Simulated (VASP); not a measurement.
Runs of VASP 6.6.1 on C. The structure is that of space group P6_3/mmc (No. 194), or close to it. The cells are those of the table. 

| task | cell | k mesh | cutoff (eV) | smearing | gap on the mesh (eV) | pressure (GPa) | relaxed volume (Å³/atom) |
| --- | --- | --- | --- | --- | --- | --- | --- |
| single point | a = 2.466, b = 2.466, c = 8.007 Å, angles 90.0, 90.0, 120.0°, 4 atoms | 18 × 18 × 6 | 520 | gaussian 0.1 eV | none | 0.6 | - |
| relaxation of cell and atoms | relaxed from a = 2.467, b = 2.467, c = 8.513 Å, angles 90.0, 90.0, 120.0°, 4 atoms | 18 × 18 × 6 | 600 | gaussian 0.1 eV | none | 0.0 | 10.42 |
| single point | a = 2.467, b = 2.467, c = 8.768 Å, angles 90.0, 90.0, 120.0°, 4 atoms | 18 × 18 × 6 | 520 | gaussian 0.1 eV | none | (b) | - |
| single point | a = 2.467, b = 2.467, c = 8.513 Å, angles 90.0, 90.0, 120.0°, 4 atoms | 18 × 18 × 6 | 520 | gaussian 0.1 eV | none | 0.4 | - |
| single point | a = 2.467, b = 2.467, c = 8.513 Å, angles 90.0, 90.0, 120.0°, 4 atoms | 24 × 24 × 6 | 520 | gaussian 0.15 eV | none | 0.4 | - |
| single point | a = 2.509, b = 2.467, c = 6.808 Å, angles 90.0, 89.9, 119.4°, 4 atoms | 16 × 16 × 6 | 520 | gaussian 0.1 eV | 0.11 | -3.2 | - |
| relaxation of shape and atoms at fixed volume | relaxed from a = 2.491, b = 2.491, c = 8.597 Å, angles 90.0, 90.0, 120.0°, 4 atoms | 18 × 18 × 6 | 600 | gaussian 0.1 eV | none | -0.2 | 11.55 |
| single point | a = 2.467, b = 2.467, c = 9.020 Å, angles 90.0, 90.0, 120.0°, 4 atoms | 18 × 18 × 6 | 520 | gaussian 0.1 eV | none | (a) | - |

Alike in all rows: level PBE; potentials or basis VASP PAW PBE potentials, release 64 (C); no spin polarisation.

Question: Estimate the missing entries.

Answer: (a) 0.2; (b) 0.3.

Caveats: this functional lacks dispersion, which binds the layers, so the pressure and a relaxed spacing across them are unreliable; forces of over 1 eV/Å act on the atoms, so gaps and moduli don't describe the material at rest (some runs).

A k mesh can miss the band edges.

A gap of «none» marks levels without a gap at the run's occupations.
